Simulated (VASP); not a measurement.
# Ge (Fd-3m) in VASP: single point with PBEsol

Aim: the single point of Ge with PBEsol.

Everything below comes from runs of VASP 6.6.1. Logs are shortened: lines on timing, memory, paths and dates and some standing lists are left out, and cuts for length are marked.

**1. The cell of the first run**

Symmetry: Fd-3m, No. 227, cubic system. The conventional cell has a = 5.677 Å, b = 5.677 Å, c = 5.677 Å, α = 90.00°, β = 90.00°, γ = 90.00°. Ge (site symmetry -43m) has 4 Ge at 2.46 Å within 3.2 Å.

**2. Single point, PBEsol**

INCAR reads:

```
PREC = Accurate ; ENCUT = 520
EDIFF = 1E-6 ; ISMEAR = -1
SIGMA = 0.13605693000000002 ; LREAL = False
LASPH = True ; NELM = 100
ALGO = Normal ; ISIF = 2
LWAVE = False ; LCHARG = False
GGA = PS ; NBANDS = 21
```

KPOINTS reads:

```
Automatic mesh
0
Gamma
  8 8 8
```

POSCAR reads:

```
Ge
1.0
    0.0000000000      2.8385815836      2.8385815836
    2.8385815836      0.0000000000      2.8385815836
    2.8385815836      2.8385815836      0.0000000000
Ge
2
Direct
    0.0000000000      0.0000000000      0.0000000000
    0.2500000000      0.2500000000      0.2500000000
```

Potentials or basis: VASP PAW PBE potentials, release 64 (Ge_d).

The run is started by

```sh
$ cat potpaw_PBE.64/Ge_d/POTCAR > POTCAR
$ mpirun -np 1 vasp_std > vasp.out
```

OUTCAR:

```text
PREC = Accurate
   ENCUT = 520
   EDIFF = 1E-6
   ISMEAR = -1
   LREAL = False
   LASPH = True
   NELM = 100
   ISIF = 2
   GGA = PS

 ion  position               nearest neighbor table
   1  0.000  0.000  0.000-   2 2.46   2 2.46   2 2.46   2 2.46
   2  0.250  0.250  0.250-   1 2.46   1 2.46   1 2.46   1 2.46

  LATTYP: Found a face centered cubic cell.
 ALAT       =     5.6771631672

  Lattice vectors:

 A1 = (   0.0000000000,   2.8385815836,   2.8385815836)
 A2 = (   2.8385815836,   0.0000000000,   2.8385815836)
 A3 = (   2.8385815836,   2.8385815836,   0.0000000000)

Analysis of symmetry for initial positions (statically):
=====================================================================
 Subroutine PRICEL returns:
 Original cell was already a primitive cell.

 Routine SETGRP: Setting up the symmetry group for a
 face centered cubic supercell.

 Subroutine GETGRP returns: Found 48 space group operations
 (whereof 24 operations were pure point group operations)
 out of a pool of 48 trial point group operations.

The static configuration has the point symmetry T_d .
 The point group associated with its full space group is O_h .

Analysis of symmetry for dynamics (positions and initial velocities):
=====================================================================
 Subroutine PRICEL returns:
 Original cell was already a primitive cell.

 Routine SETGRP: Setting up the symmetry group for a
 face centered cubic supercell.

 Subroutine GETGRP returns: Found 48 space group operations
 (whereof 24 operations were pure point group operations)
 out of a pool of 48 trial point group operations.

The dynamic configuration has the point symmetry T_d .
 The point group associated with its full space group is O_h .

 Subroutine INISYM returns: Found 48 space group operations
 (whereof 24 operations are pure point group operations),
 and found     1 'primitive' translations

----------------------------------------------------------------------------------------

                                     Primitive cell

  volume of cell :      45.7440

  direct lattice vectors                    reciprocal lattice vectors
     0.000000000  2.838581584  2.838581584    -0.176144312  0.176144312  0.176144312
     2.838581584  0.000000000  2.838581584     0.176144312 -0.176144312  0.176144312
     2.838581584  2.838581584  0.000000000     0.176144312  0.176144312 -0.176144312

  length of vectors
     4.014360573  4.014360573  4.014360573     0.305090898  0.305090898  0.305090898

  position of ions in fractional coordinates (direct lattice)
     0.000000000  0.000000000  0.000000000
     0.250000000  0.250000000  0.250000000

  ion indices of the primitive-cell ions
   primitive index   ion index
                 1           1
                 2           2

----------------------------------------------------------------------------------------

 KPOINTS: Automatic mesh

Automatic generation of k-mesh.
 Grid dimensions read from file:
 generate k-points for:    8    8    8

 Generating k-lattice:

  Cartesian coordinates                     Fractional coordinates (reciprocal lattice)
    -0.022018039  0.022018039  0.022018039     0.125000000  0.000000000  0.000000000
     0.022018039 -0.022018039  0.022018039     0.000000000  0.125000000  0.000000000
     0.022018039  0.022018039 -0.022018039     0.000000000  0.000000000  0.125000000

  Length of vectors
     0.038136362  0.038136362  0.038136362

  Shift w.r.t. Gamma in fractional coordinates (k-lattice)
     0.000000000  0.000000000  0.000000000

 Subroutine IBZKPT returns following result:
 ===========================================

 Found     29 irreducible k-points:

 Following reciprocal coordinates:
            Coordinates               Weight
  0.000000  0.000000  0.000000      1.000000
  0.125000  0.000000  0.000000      8.000000
  0.250000  0.000000  0.000000      8.000000
  0.375000  0.000000  0.000000      8.000000
  0.500000  0.000000  0.000000      4.000000
  0.125000  0.125000  0.000000      6.000000
[... 16 lines left out ...]
  0.500000  0.250000  0.125000     48.000000
 -0.375000  0.250000  0.125000     24.000000
 [... further k-points ...]
   k-points           NKPTS =     29   k-points in BZ     NKDIM =     29   number of bands    NBANDS=     21
   number of dos      NEDOS =    301   number of ions     NIONS =      2
   total plane-waves  NPLWV =  27000
   dimension x,y,z NGX =    30 NGY =   30 NGZ =   30
   dimension x,y,z NGXF=    60 NGYF=   60 NGZF=   60
   ions per type =               2
   NGX,Y,Z   is equivalent  to a cutoff of  12.42, 12.42, 12.42 a.u.
   NGXF,Y,Z  is equivalent  to a cutoff of  24.85, 24.85, 24.85 a.u.
 SYSTEM =  unknown system
   PREC   = accura    normal or accurate (medium, high low for compatibility)
   ISTART =      0    job   : 0-new  1-cont  2-samecut
   ICHARG =      2    charge: 1-file 2-atom 10-const
   ISPIN  =      1    spin polarized calculation?
   LNONCOLLINEAR =      F non collinear calculations
   LSORBIT =      F    spin-orbit coupling
   LASPH  =      T    aspherical Exc in radial PAW
   ENCUT  =  520.0 eV  38.22 Ry    6.18 a.u.   7.46  7.46  7.46*2*pi/ulx,y,z
   NELM   =    100;   NELMIN=  2; NELMDL= -5     # of ELM steps
   EDIFF  = 0.1E-05   stopping-criterion for ELM
   LREAL  =      F    real-space projection
   EDIFFG = 0.1E-04   stopping-criterion for IOM
   NSW    =      0    number of steps for IOM
   IBRION =     -1    ionic relax: 0-MD 1-quasi-New 2-CG
   NFREE  =      0    steps in history (QN), initial steepest desc. (CG)
   ISIF   =      2    stress and relaxation
   ISYM   =      2    0-nonsym 1-usesym 2-fastsym
   POTIM  = 0.5000    time-step for ionic-motion
   TEBEG  =    0.0;   TEEND  =   0.0 temperature during run
   PSTRESS=    0.0 pullay stress
   NELECT =      28.0000    total number of electrons
   NUPDOWN=      -1.0000    fix difference up-down
   EMIN   =  10.00;   EMAX   =-10.00  energy-range for DOS
   EFERMI =   0.00;   METHOD = LEGACY
   ISMEAR =    -1;   SIGMA  =   0.14  broadening in eV -4-tet -1-fermi 0-gaus
   EFERMI_NEDOS =   21; number of points for ismear=-14 and -15
   IALGO  =     38    algorithm
   IMIX   =      4    mixing-type and parameters
     AMIX     =   0.40;   BMIX     =  1.00
     AMIX_MAG =   1.60;   BMIX_MAG =  1.00
  volume/ion in A,a.u.               =      22.87       154.35
  Fermi-wavevector in a.u.,A,eV,Ry     =   1.390004  2.626727 26.287977  1.932112
  Thomas-Fermi vector in A             =   2.513981
   LORBIT       =      0    0 simple, 1 ext, 2 COOP (PROOUT), +10 PAW based schemes
   GGA     = PS    functional components
   LHFCALC =     F    Hartree Fock is set to
   AEXX    =    0.0000 exact exchange contribution
   IVDW    =     0    specifies the selected vdW correction
   LEPSILON=     F    determine dielectric tensor
   LRPA    =     F    only Hartree local field effects (RPA)
 non-spin polarized calculation
  energy-cutoff  :      520.00
  volume of cell :       45.74
 maximum number of plane-waves:      1249
 NGX is ok and might be reduce to    30
   NGX = 15   NGY = 15   NGZ = 15

 number of electron      28.0000013 magnetization

 Free energy of the ion-electron system (eV)
  ---------------------------------------------------
  ext. energy  EPLUGINS =         0.00000000
  ---------------------------------------------------
  free energy    TOTEN  =        -9.86732206 eV

  energy without entropy =       -9.85738796  energy(sigma->0) =       -9.86235501

 E-fermi :   4.7585     XC(G=0): -10.0803

 val. band max:        4.6632327111   @ k =   0.0000   0.0000   0.0000
 cond. band min:       4.7623319592   @ k =   0.0000   0.0000   0.0000
 fundamental gap:      0.0990992481
 Fermi energy:         4.7584610716

 k-point     1 :       0.0000    0.0000    0.0000
  band No.  band energies     occupation
      1     -19.9844      2.00000
      2     -19.9844      2.00000
      3     -19.9844      2.00000
      4     -19.9486      2.00000
      5     -19.9486      2.00000
      6     -19.7419      2.00000
[... 13 lines left out ...]
     20      14.2150      0.00000
     21      14.2150      0.00000

 k-point     2 :       0.1250    0.0000    0.0000
  band No.  band energies     occupation
      1     -19.9923      2.00000
      2     -19.9923      2.00000
      3     -19.9819      2.00000
      4     -19.9375      2.00000
      5     -19.9375      2.00000
      6     -19.7538      2.00000
[... 13 lines left out ...]
     20      13.2845      0.00000
     21      13.2845      0.00000

 k-point     3 :       0.2500    0.0000    0.0000
  band No.  band energies     occupation
      1     -20.0022      2.00000
      2     -20.0022      2.00000
      3     -19.9758      2.00000
      4     -19.9206      2.00000
      5     -19.9206      2.00000
      6     -19.7673      2.00000
[... 13 lines left out ...]
     20      13.0285      0.00000
     21      13.0285      0.00000

 k-point     4 :       0.3750    0.0000    0.0000
  band No.  band energies     occupation
      1     -20.0071      2.00000
      2     -20.0071      2.00000
      3     -19.9696      2.00000
      4     -19.9103      2.00000
      5     -19.9103      2.00000
      6     -19.7745      2.00000
[... 13 lines left out ...]
     20      14.1928      0.00000
     21      14.1928      0.00000

 k-point     5 :       0.5000    0.0000    0.0000
  band No.  band energies     occupation
      1     -20.0084      2.00000
      2     -20.0084      2.00000
      3     -19.9670      2.00000
      4     -19.9075      2.00000
      5     -19.9075      2.00000
      6     -19.7761      2.00000
[... 13 lines left out ...]
     20      15.6612      0.00000
     21      15.8731      0.00000
[... 382 lines left out ...]
     20      16.1716      0.00000
     21      17.4937      0.00000

 k-point    22 :       0.3750    0.2500    0.1250
  band No.  band energies     occupation
      1     -20.0124      2.00000
      2     -20.0100      2.00000
      3     -19.9678      2.00000
      4     -19.9131      2.00000
      5     -19.8852      2.00000
      6     -19.8171      2.00000
[... 13 lines left out ...]
     20      14.7073      0.00000
     21      15.0459      0.00000

 k-point    23 :       0.5000    0.2500    0.1250
  band No.  band energies     occupation
      1     -20.0241      2.00000
      2     -20.0163      2.00000
      3     -19.9465      2.00000
      4     -19.8985      2.00000
      5     -19.8728      2.00000
      6     -19.8256      2.00000
[... 13 lines left out ...]
     20      14.2837      0.00000
     21      16.1268      0.00000

 k-point    24 :      -0.3750    0.2500    0.1250
  band No.  band energies     occupation
      1     -20.0292      2.00000
      2     -20.0177      2.00000
      3     -19.9368      2.00000
      4     -19.8877      2.00000
      5     -19.8742      2.00000
      6     -19.8206      2.00000
[... 13 lines left out ...]
     20      15.5645      0.00000
     21      16.1003      0.00000

 [... further k-points ...]
[... 5 lines left out ...]
  --------------------------------------------------------------------------------------
  -------------------------------------------------------------------------------------
  Total       -0.1194928     -0.1194928     -0.1194928     -0.0000000      0.0000000     -0.0000000
  in kB       -4.1852181     -4.1852181     -4.1852181     -0.0000000      0.0000000     -0.0000000
  external PRESSURE =      -4.1852181 kB  Pullay stress =       0.0000000 kB

 VOLUME and BASIS-vectors are now :
 -----------------------------------------------------------------------------
  energy-cutoff  :      520.00
  volume of cell :       45.74
      direct lattice vectors                 reciprocal lattice vectors
     0.000000000  2.838581584  2.838581584    -0.176144312  0.176144312  0.176144312
     2.838581584  0.000000000  2.838581584     0.176144312 -0.176144312  0.176144312
     2.838581584  2.838581584  0.000000000     0.176144312  0.176144312 -0.176144312

 POSITION                                       TOTAL-FORCE (eV/Angst)
 -----------------------------------------------------------------------------------
      0.00000      0.00000      0.00000        -0.000000     -0.000000     -0.000000
      1.41929      1.41929      1.41929         0.000000      0.000000      0.000000
 -----------------------------------------------------------------------------------
    total drift:                                0.000000      0.000000      0.000000

  FREE ENERGIE OF THE ION-ELECTRON SYSTEM (eV)
  ---------------------------------------------------
  free  energy   TOTEN  =        -9.8673220640 eV

  energy  without entropy=       -9.8573879637  energy(sigma->0) =       -9.86235501
```

Wall time 17 s (1 thread of Intel Xeon 6975P-C (Granite Rapids), shared host); peak memory 0.16 GiB.

Results:

```
Free energy            : -9.8673 eV
Pressure               : -0.4 GPa
Band gap on the k mesh : zero (filled and empty bands touch)
```

Caveat: the PAW data sets were made with another functional, which shifts forces and pressure a little.
